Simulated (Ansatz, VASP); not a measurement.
## TiTe2: VASP beside Ansatz

```xyz
3
Lattice="3.2321 0.0000 0.0000 -1.6160 2.7990 0.0000 0.0000 0.0000 5.7680" Properties=species:S:1:pos:R:3 pbc="T T T"
Ti    0.0000    0.0000    0.0000
Te    1.6160    0.9330    1.7295
Te    0.0000    1.8660    4.0385
```

Change from the starting cell: volume scaled by 0.65, LAPW.

Alike in both runs: task single point; functional PBEsol; k mesh 11 × 11 × 6; occupations fermi-dirac, width 0.05 eV; no spin polarisation.

```csv
,VASP,Ansatz
version,VASP 6.6.1,Ansatz 0.2.0
potentials or method,"VASP PAW PBE potentials, release 64 (Ti_sv, Te), cutoff 520 eV","all-electron LAPW, scalar-relativistic"
```

Ansatz gave:

| Property | Result |
| --- | --- |
| pressure (GPa) | 44.1 |
| rms of the force components (eV/Å) | 0.000 |

Q: Which values does VASP return?

A: Pressure (GPa): 44.2; rms of the force components (eV/Å): 0.007.

VASP's potentials were made for PBE, not for PBEsol. Atom by atom the forces differ by 0.007 eV/Å (rms over components). Both programs put the cell under a high pressure, so it lies far from rest at this level. Ansatz ran all-electron here, and VASP with PAW potentials.

Spin-orbit coupling is off throughout.
